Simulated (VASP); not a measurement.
**CdS: single point with PBE**

Crystal: CdS.

```
CELL_PARAMETERS angstrom
4.13480 0.00000 0.00000
-2.06740 3.58084 0.00000
0.00000 0.00000 6.81649
ATOMIC_POSITIONS crystal
Cd 0.33333 0.66667 0.00000
Cd 0.66667 0.33333 0.50000
S 0.33333 0.66667 0.38500
S 0.66667 0.33333 0.88500
```

This cell differs from its parent crystal: zz strain of +1 %.

```
Program             : VASP 6.6.1
Task                : single point
Functional          : PBE
Potentials or basis : VASP PAW PBE potentials, release 64 (Cd, S)
Cutoff              : 520 eV
k mesh              : 7 × 7 × 4
Occupations         : fermi-dirac, width 0.01 eV
Spin                : no spin polarisation
```

```
Pressure               : 2.3 GPa
Largest force          : 0.317 eV/Å
Band gap on the k mesh : 1.20 eV, direct
```

Forces on the atoms (eV/Å):
```
Cd   0.000  0.000  0.317
Cd   0.000  0.000  0.317
S    0.000  0.000 -0.317
S    0.000  0.000 -0.317
```

Stress tensor (GPa, compression positive):
```
3.36 0.00 0.00
0.00 3.36 0.00
0.00 0.00 0.26
```

Levels at points of the mesh, in eV from the valence-band top:
| k point | band 16 | band 17 | band 18 | band 19 | band 20 | band 21 |
| --- | --- | --- | --- | --- | --- | --- |
| (0.00, 0.00, 0.00) | -0.06 | 0.00 | 0.00 | 1.20 | 2.75 | 6.52 |
| (0.00, 0.00, 0.50) | -0.34 | -0.34 | -0.34 | 2.80 | 2.80 | 6.08 |

It used 130 s of CPU time on 1 thread of AMD EPYC 7R13 Processor (Zen 3) (shared host).

Caveat: the cell differs from its parent crystal (zz strain of +1 %).
